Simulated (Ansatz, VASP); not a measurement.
## One calculation of SnO2, two programs

Contents of INCAR:

```
PREC     = Accurate       # precision mode
ENCUT    = 520            # plane-wave cutoff, eV
EDIFF    = 1E-6           # SCF threshold, eV
ISMEAR   = 0              # smearing method
SIGMA    = 0.05           # smearing width, eV
LREAL    = False          # projectors in reciprocal space
LASPH    = True           # aspherical terms in the spheres
NELM     = 100            # most SCF steps
ALGO     = Normal         # electronic algorithm
ISIF     = 2              # what is computed and relaxed
LWAVE    = False          # write WAVECAR
LCHARG   = True           # write CHGCAR
GGA      = PE             # functional
LELF     = True           # ELF
LVHAR    = True         
NBANDS   = 35             # bands
```

The input KPOINTS:

```
Automatic mesh
0
Gamma
  6 6 8
```

The input POSCAR:

```
SnO2
1.0
    4.8277049961      0.0000000000      0.0000000000
    0.0000000000      4.8277049961      0.0000000000
    0.0000000000      0.0000000000      3.2379909406
Sn O
2 4
Direct
   -0.0207137760      0.0000000000      0.0000000000
    0.5000000000      0.5000000000      0.5000000000
    0.3066050863      0.3066050863      0.0000000000
    0.1933949137      0.8066050863      0.5000000000
    0.6933949137      0.6933949137      0.0000000000
    0.8066050863      0.1933949137      0.5000000000
```

Input for Ansatz:

```yaml
crystal:
  lattice:
    - [4.8277049961, 0.0, 0.0]
    - [0.0, 4.8277049961, 0.0]
    - [0.0, 0.0, 3.2379909406]
  atoms:
    - { symbol: Sn, position: [-0.020713776, 0.0, 0.0] }
    - { symbol: Sn, position: [0.5, 0.5, 0.5] }
    - { symbol: O, position: [0.3066050863, 0.3066050863, 0.0] }
    - { symbol: O, position: [0.1933949137, 0.8066050863, 0.5] }
    - { symbol: O, position: [0.6933949137, 0.6933949137, 0.0] }
    - { symbol: O, position: [0.8066050863, 0.1933949137, 0.5] }
basis:
  ecutwfc: 420
kpoints:
  mp_grid: { grid: [6, 6, 8] }
hamiltonian:
  xc: pbe
scf:
  occupations: { method: gaussian, width: 0.05 }
output:
  forces: true
  stress: true
  eigenvalues: true
```

Alike in both runs: task single point; functional PBE; k mesh 6 × 6 × 8; occupations gaussian, width 0.05 eV; no spin polarisation.

```csv
,VASP,Ansatz
version,VASP 6.6.1,Ansatz 0.2.0
potentials or method,"VASP PAW PBE potentials, release 64 (Sn_d, O), cutoff 520 eV","scalar-relativistic, plane waves, PAW"
valence electrons in the cell,52,52
```

```csv
,VASP,Ansatz,Ansatz less VASP
gap on the k mesh at the Fermi level (eV),0.57,0.59,+0.013
least direct gap on the mesh (eV),0.57,0.59,+0.013
pressure (GPa),1.1,0.5,-0.57
"traceless stress, the component that is largest in VASP (GPa)",-0.63,-0.52,+0.110
rms of the force components (eV/Å),0.586,0.578,-0.0080
```

Atom by atom the forces differ by 0.013 eV/Å (rms over components).
